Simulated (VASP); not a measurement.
# Na2Pd (P-3m1) in VASP: further runs, part 2 of 2

VASP 6.6.1. The steps go on from the part before.

## (4) Single point, PBE

This run uses another cell than the first one, of 22.54 Å³/atom, 1.004 times its volume.

File INCAR:

```
SYSTEM = Na2Pd
PREC     = Accurate       ! precision mode
ENCUT    = 520            ! plane-wave cutoff, eV
EDIFF    = 1E-7           ! SCF threshold, eV
ISMEAR   = 0              ! smearing method
SIGMA    = 0.1            ! smearing width, eV
LREAL    = .False.        ! projectors in reciprocal space
LASPH    = .True.         ! aspherical terms in the spheres
NELM     = 100            ! most SCF steps
ALGO     = Normal         ! electronic algorithm
ISIF     = 2              ! what is computed and relaxed
LWAVE    = .False.        ! write WAVECAR
LCHARG   = .False.        ! write CHGCAR
GGA      = PE             ! functional
NBANDS   = 19             ! bands
```

File KPOINTS:

```
Automatic mesh
0
Gamma
  18 18 6
  0 0 0
```

File POSCAR:

```
Na2Pd
1.0
    3.1308389876      0.0000000000      0.0000000000
   -1.5654194938      2.7113860984      0.0000000000
    0.0000000000      0.0000000000      7.9654484543
Na Pd
2 1
Direct
    0.3333333333      0.6666666667      0.2863864973
    0.6666666667      0.3333333333      0.7136135027
    0.0000000000      0.0000000000      0.0000000000
```

Potentials or basis: VASP PAW PBE potentials, release 64 (Na_pv, Pd).

Started as:

```bash
$ cat potpaw_PBE.64/Na_pv/POTCAR potpaw_PBE.64/Pd/POTCAR > POTCAR
$ mpirun -np 1 vasp_std > vasp.out
```

OUTCAR:

```text
SYSTEM = Na2Pd
   PREC = Accurate
   ENCUT = 520
   EDIFF = 1E-7
   ISMEAR = 0
   LREAL = .False.
   LASPH = .True.
   NELM = 100
   ISIF = 2
   GGA = PE

 ion  position               nearest neighbor table
   1  0.333  0.667  0.286-   3 2.91   3 2.91   3 2.91
   2  0.667  0.333  0.714-   3 2.91   3 2.91   3 2.91
   3  0.000  0.000  0.000-   1 2.91   2 2.91   1 2.91   2 2.91   2 2.91   1 2.91

  LATTYP: Found a hexagonal cell.
 ALAT       =     3.1308389876
 C/A-ratio  =     2.5441897478

  Lattice vectors:

 A1 = (   3.1308389876,   0.0000000000,   0.0000000000)
 A2 = (  -1.5654194938,   2.7113860984,   0.0000000000)
 A3 = (   0.0000000000,   0.0000000000,   7.9654484543)

Analysis of symmetry for initial positions (statically):
=====================================================================
 Subroutine PRICEL returns:
 Original cell was already a primitive cell.

 Routine SETGRP: Setting up the symmetry group for a
 hexagonal supercell.

 Subroutine GETGRP returns: Found 12 space group operations
 (whereof 12 operations were pure point group operations)
 out of a pool of 24 trial point group operations.

The static configuration has the point symmetry D_3d.

Analysis of symmetry for dynamics (positions and initial velocities):
=====================================================================
 Subroutine PRICEL returns:
 Original cell was already a primitive cell.

 Routine SETGRP: Setting up the symmetry group for a
 hexagonal supercell.

 Subroutine GETGRP returns: Found 12 space group operations
 (whereof 12 operations were pure point group operations)
 out of a pool of 24 trial point group operations.

The dynamic configuration has the point symmetry D_3d.

 Subroutine INISYM returns: Found 12 space group operations
 (whereof 12 operations are pure point group operations),
 and found     1 'primitive' translations

----------------------------------------------------------------------------------------

                                     Primitive cell

  volume of cell :      67.6180

  direct lattice vectors                    reciprocal lattice vectors
     3.130838988  0.000000000  0.000000000     0.319403203  0.184407525  0.000000000
    -1.565419494  2.711386098  0.000000000     0.000000000  0.368815050  0.000000000
     0.000000000  0.000000000  7.965448454     0.000000000  0.000000000  0.125542210

  length of vectors
     3.130838988  3.130838988  7.965448454     0.368815050  0.368815050  0.125542210

  position of ions in fractional coordinates (direct lattice)
     0.333333333  0.666666667  0.286386497
     0.666666667  0.333333333  0.713613503
     0.000000000  0.000000000  0.000000000

  ion indices of the primitive-cell ions
   primitive index   ion index
                 1           1
                 2           2
                 3           3

----------------------------------------------------------------------------------------

 KPOINTS: Automatic mesh

Automatic generation of k-mesh.
 Grid dimensions read from file:
 generate k-points for:   18   18    6

 Generating k-lattice:

  Cartesian coordinates                     Fractional coordinates (reciprocal lattice)
     0.017744622  0.010244863  0.000000000     0.055555556  0.000000000  0.000000000
     0.000000000  0.020489725  0.000000000     0.000000000  0.055555556  0.000000000
     0.000000000  0.000000000  0.020923702     0.000000000  0.000000000  0.166666667

  Length of vectors
     0.020489725  0.020489725  0.020923702

  Shift w.r.t. Gamma in fractional coordinates (k-lattice)
     0.000000000  0.000000000  0.000000000

 Subroutine IBZKPT returns following result:
 ===========================================

 Found    202 irreducible k-points:

 Following reciprocal coordinates:
            Coordinates               Weight
  0.000000  0.000000  0.000000      1.000000
  0.055556  0.000000  0.000000      6.000000
  0.111111  0.000000  0.000000      6.000000
  0.166667  0.000000  0.000000      6.000000
  0.222222  0.000000  0.000000      6.000000
  0.277778  0.000000  0.000000      6.000000
[... 16 lines left out ...]
  0.333333  0.111111  0.000000     12.000000
  0.388889  0.111111  0.000000     12.000000
 [... further k-points ...]
   k-points           NKPTS =    202   k-points in BZ     NKDIM =    202   number of bands    NBANDS=     19
   number of dos      NEDOS =    301   number of ions     NIONS =      3
   total plane-waves  NPLWV =  34560
   dimension x,y,z NGX =    24 NGY =   24 NGZ =   60
   dimension x,y,z NGXF=    48 NGYF=   48 NGZF=  120
   ions per type =               2   1
   NGX,Y,Z   is equivalent  to a cutoff of  12.74, 12.74, 12.52 a.u.
   NGXF,Y,Z  is equivalent  to a cutoff of  25.49, 25.49, 25.05 a.u.
 SYSTEM =  Na2Pd
   PREC   = accura    normal or accurate (medium, high low for compatibility)
   ISTART =      0    job   : 0-new  1-cont  2-samecut
   ICHARG =      2    charge: 1-file 2-atom 10-const
   ISPIN  =      1    spin polarized calculation?
   LNONCOLLINEAR =      F non collinear calculations
   LSORBIT =      F    spin-orbit coupling
   LASPH  =      T    aspherical Exc in radial PAW
   ENCUT  =  520.0 eV  38.22 Ry    6.18 a.u.   5.82  5.82 14.81*2*pi/ulx,y,z
   NELM   =    100;   NELMIN=  2; NELMDL= -5     # of ELM steps
   EDIFF  = 0.1E-06   stopping-criterion for ELM
   LREAL  =      F    real-space projection
   EDIFFG = 0.1E-05   stopping-criterion for IOM
   NSW    =      0    number of steps for IOM
   IBRION =     -1    ionic relax: 0-MD 1-quasi-New 2-CG
   NFREE  =      0    steps in history (QN), initial steepest desc. (CG)
   ISIF   =      2    stress and relaxation
   ISYM   =      2    0-nonsym 1-usesym 2-fastsym
   POTIM  = 0.5000    time-step for ionic-motion
   TEBEG  =    0.0;   TEEND  =   0.0 temperature during run
   PSTRESS=    0.0 pullay stress
   NELECT =      24.0000    total number of electrons
   NUPDOWN=      -1.0000    fix difference up-down
   EMIN   =  10.00;   EMAX   =-10.00  energy-range for DOS
   EFERMI =   0.00;   METHOD = LEGACY
   ISMEAR =     0;   SIGMA  =   0.10  broadening in eV -4-tet -1-fermi 0-gaus
   EFERMI_NEDOS =   21; number of points for ismear=-14 and -15
   IALGO  =     38    algorithm
   IMIX   =      4    mixing-type and parameters
     AMIX     =   0.40;   BMIX     =  1.00
     AMIX_MAG =   1.60;   BMIX_MAG =  1.00
  volume/ion in A,a.u.               =      22.54       152.10
  Fermi-wavevector in a.u.,A,eV,Ry     =   1.159110  2.190399 18.279901  1.343535
  Thomas-Fermi vector in A             =   2.295705
   LORBIT       =      0    0 simple, 1 ext, 2 COOP (PROOUT), +10 PAW based schemes
   GGA     = PE    functional components
   LHFCALC =     F    Hartree Fock is set to
   AEXX    =    0.0000 exact exchange contribution
   IVDW    =     0    specifies the selected vdW correction
   LEPSILON=     F    determine dielectric tensor
   LRPA    =     F    only Hartree local field effects (RPA)
 non-spin polarized calculation
 Gauss-broadening in eV      SIGMA  =   0.10
  energy-cutoff  :      520.00
  volume of cell :       67.62
 maximum number of plane-waves:      1840
   NGX = 11   NGY = 11   NGZ = 29

 number of electron      24.0000015 magnetization

 Free energy of the ion-electron system (eV)
  ---------------------------------------------------
  ext. energy  EPLUGINS =         0.00000000
  ---------------------------------------------------
  free energy    TOTEN  =        -7.71686482 eV

  energy without entropy =       -7.71088933  energy(sigma->0) =       -7.71387707

 E-fermi :   2.9106     XC(G=0):  -8.7345

 val. band max:        2.8589418692   @ k =  -0.1111   0.3889   0.3333
 cond. band min:       2.9118768961   @ k =   0.1667   0.1667   0.0000
 fundamental gap:      0.0529350269
 Fermi energy:         2.9105628401

 k-point     1 :       0.0000    0.0000    0.0000
  band No.  band energies     occupation
      1     -21.5220      2.00000
      2     -21.5035      2.00000
      3     -21.5035      2.00000
      4     -21.5025      2.00000
      5     -21.5025      2.00000
      6     -21.5015      2.00000
[... 11 lines left out ...]
     18      17.1673      0.00000
     19      17.3230      0.00000

 k-point     2 :       0.0556    0.0000    0.0000
  band No.  band energies     occupation
      1     -21.5211      2.00000
      2     -21.5083      2.00000
      3     -21.5073      2.00000
      4     -21.5046      2.00000
      5     -21.5036      2.00000
      6     -21.5009      2.00000
[... 476 lines left out ...]
 k-point    24 :       0.3889    0.1111    0.0000
  band No.  band energies     occupation
      1     -21.6487      2.00000
      2     -21.6461      2.00000
      3     -21.5487      2.00000
      4     -21.5472      2.00000
      5     -21.4887      2.00000
      6     -21.4839      2.00000
[... 11 lines left out ...]
     18      11.7012      0.00000
     19      11.9936      0.00000

 [... further k-points ...]
[... 5 lines left out ...]
  --------------------------------------------------------------------------------------
  -------------------------------------------------------------------------------------
  Total        0.0073710      0.0073710      0.0082239      0.0000000      0.0000000      0.0000000
  in kB        0.1746535      0.1746535      0.1948610      0.0000000      0.0000000      0.0000000
  external PRESSURE =       0.1813894 kB  Pullay stress =       0.0000000 kB

 VOLUME and BASIS-vectors are now :
 -----------------------------------------------------------------------------
  energy-cutoff  :      520.00
  volume of cell :       67.62
      direct lattice vectors                 reciprocal lattice vectors
     3.130838988  0.000000000  0.000000000     0.319403203  0.184407525  0.000000000
    -1.565419494  2.711386098  0.000000000     0.000000000  0.368815050  0.000000000
     0.000000000  0.000000000  7.965448454     0.000000000  0.000000000  0.125542210

 POSITION                                       TOTAL-FORCE (eV/Angst)
 -----------------------------------------------------------------------------------
     -0.00000      1.80759      2.28120         0.000000      0.000000      0.008309
      1.56542      0.90380      5.68425        -0.000000      0.000000     -0.008309
      0.00000      0.00000      0.00000         0.000000      0.000000      0.000000
 -----------------------------------------------------------------------------------
    total drift:                               -0.000000      0.000000     -0.000000

  FREE ENERGIE OF THE ION-ELECTRON SYSTEM (eV)
  ---------------------------------------------------
  free  energy   TOTEN  =        -7.7168648204 eV

  energy  without entropy=       -7.7108893261  energy(sigma->0) =       -7.71387707
```

Run time: 4.3 min. Hardware: 1 thread of AMD EPYC 7R43 (Zen 3), shared host; peak memory 0.32 GiB.

Results:

- Free energy: -7.7169 eV
- Pressure: 0.0 GPa
- Largest force: 0.008 eV/Å
- Band gap on the k mesh: zero (band 12 reaches 5.77 eV, above the bottom of band 13 at 1.75 eV)

Forces on the atoms (eV/Å):
```
Na   0.000  0.000  0.008
Na   0.000  0.000 -0.008
Pd   0.000  0.000  0.000
```

Levels at points of the mesh, in eV from the Fermi level:
| k point | band 9 | band 10 | band 11 | band 12 | band 13 | band 14 | band 15 | band 16 |
| --- | --- | --- | --- | --- | --- | --- | --- | --- |
| (0.00, 0.00, 0.00) | -1.74 | -1.74 | -1.53 | -1.32 | -1.06 | -1.06 | 4.98 | 6.62 |
| (0.50, 0.00, 0.00) | -1.80 | -1.33 | -0.32 | 0.94 | 1.84 | 2.92 | 3.24 | 3.98 |
| (0.00, 0.00, 0.50) | -2.63 | -1.74 | -1.74 | -1.06 | -1.06 | 0.98 | 2.29 | 9.56 |
| (0.50, 0.00, 0.50) | -1.77 | -1.33 | -0.32 | 1.15 | 1.64 | 2.34 | 2.97 | 5.32 |
